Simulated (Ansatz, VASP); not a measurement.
**Bi in VASP and in Ansatz**

INCAR

```
ALGO = Normal
EDIFF = 1E-6
ENCUT = 520
GGA = CA
ISIF = 2
ISMEAR = -1
LASPH = True
LCHARG = False
LREAL = False
LWAVE = False
NBANDS = 14
NELM = 100
PREC = Accurate
SIGMA = 0.05
```

Contents of KPOINTS:

```
k-points
0
Gamma
  9 9 9
```

File POSCAR:

```
Bi
1.0
   -1.9681319396      1.9681319396      1.9681319396
    1.9681319396     -1.9681319396      1.9681319396
    1.9681319396      1.9681319396     -1.9681319396
Bi
1
Direct
    0.0000000000      0.0000000000      0.0000000000
```

The input input.yaml:

```yaml
crystal:
  lattice:
    - [-1.9681319396, 1.9681319396, 1.9681319396]
    - [1.9681319396, -1.9681319396, 1.9681319396]
    - [1.9681319396, 1.9681319396, -1.9681319396]
  atoms:
    - { symbol: Bi, position: [0.0, 0.0, 0.0] }
kpoints:
  mp_grid: { grid: [9, 9, 9] }
scf:
  occupations: { method: fermi_dirac, width: 0.05 }
hamiltonian:
  xc: lda
  pseudopotentials: { kind: all_electron, lapw: { basis_error: 0.001 } }
output:
  forces: true
  stress: true
  eigenvalues: true
```

Change from the starting cell: volume scaled by 0.98.

Alike in both runs: task single point; functional LDA; k mesh 9 × 9 × 9; occupations fermi-dirac, width 0.05 eV; no spin polarisation.

|  | VASP | Ansatz |
| --- | --- | --- |
| version | VASP 6.6.1 | Ansatz 0.2.0 |
| potentials or method | VASP PAW LDA potentials, release 64 (Bi_d), cutoff 520 eV | all-electron LAPW, scalar-relativistic |

Ansatz gave:

```
gap on the k mesh at the Fermi level (eV) : none
pressure (GPa)                            : -2.2
```

Q: What did VASP give for the same quantities?

A: gap on the k mesh at the Fermi level (eV): none; pressure (GPa): -2.1.

LDA's correlation is that of Perdew and Zunger in VASP and of Perdew and Wang (1992) in Ansatz. A gap of «none» marks a metal or a gap that the smearing closes. Ansatz ran all-electron here, and VASP with PAW potentials.

Neither program's run includes spin-orbit coupling.
